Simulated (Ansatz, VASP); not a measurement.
# Te2Mo: VASP beside Ansatz

```
Mo Te
1.0
     3.51820    0.00000    0.00000
    -1.75910    3.04685    0.00000
     0.00000    0.00000   18.00000
Mo Te
1 2
Direct
  0.00000 0.00000 0.50000
  0.33333 0.66667 0.59961
  0.33333 0.66667 0.40039
```

Alike in both runs: functional PBEsol; k mesh 12 × 12 × 1; occupations gaussian, width 0.05 eV; no spin polarisation.

Ansatz relaxed the structure, and its values are those at the end. VASP's run is a single point on that final structure, the one shown.

|  | VASP | Ansatz |
| --- | --- | --- |
| version | VASP 6.6.1 | Ansatz 0.2.0 |
| potentials or method | VASP PAW PBE potentials, release 64 (Mo_sv, Te) | scalar-relativistic, plane waves, PAW |
| plane-wave cutoff (eV) | 520 | 420 |
| valence electrons in the cell | 26 | 46 |

|  | VASP | Ansatz | Ansatz less VASP |
| --- | --- | --- | --- |
| rms of the force components (eV/Å) | 0.014 | 0.000 | -0.0143 |

VASP's potentials were made for PBE, not for PBEsol. The functional is the same, so the differences come from potentials, cutoffs and numerics. VASP's potentials hold 26 valence electrons a cell and Ansatz's 46, so a difference there can come from the potentials and not from the codes. Ansatz's warnings: structure snapped to symmetry.

Neither program's run includes spin-orbit coupling.
